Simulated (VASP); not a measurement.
Write the native input for VASP 6.6.1 that does the following.

* Task: single point
* Functional: PBE
* Potentials or basis: VASP PAW PBE potentials, release 64 (K_sv)
* Cutoff: 520 eV
* k mesh: 14 × 14 × 14
* Occupations: fermi-dirac, width 0.1 eV
* Spin: no spin polarisation
* Dipole correction: no
* Further INCAR settings: ALGO = Normal; EDIFF = 1e-06; NBANDS = 10

The structure of K lies in POSCAR:

```
K
1.0
   -2.6417142217      2.6417142217      2.6417142217
    2.6417142217     -2.6417142217      2.6417142217
    2.6417142217      2.6417142217     -2.6417142217
K
1
Direct
    0.0000000000      0.0000000000      0.0000000000
```

The input as run:

INCAR

```
PREC = Accurate
ENCUT = 520
EDIFF = 1E-6
ISMEAR = -1
SIGMA = 0.1
LREAL = F
LASPH = T
NELM = 80
ALGO = Normal
ISIF = 2
LWAVE = F
LCHARG = F
GGA = PE
NBANDS = 10
```

KPOINTS

```
Automatic mesh
0
Gamma
  14 14 14
```

Potentials or basis: VASP PAW PBE potentials, release 64 (K_sv).

Run with:

```sh
$ cat potpaw_PBE.64/K_sv/POTCAR > POTCAR
$ mpirun -np 1 vasp_std > vasp.out
```

It gave:

```
Pressure               : 0.0 GPa
Band gap on the k mesh : zero (an odd number of electrons rules out a gap without spin polarisation)
```

Run time: 26 s on 1 thread of Intel(R) Xeon(R) Platinum 8559C (Emerald Rapids), with other jobs on the host, peak memory 0.23 GiB.
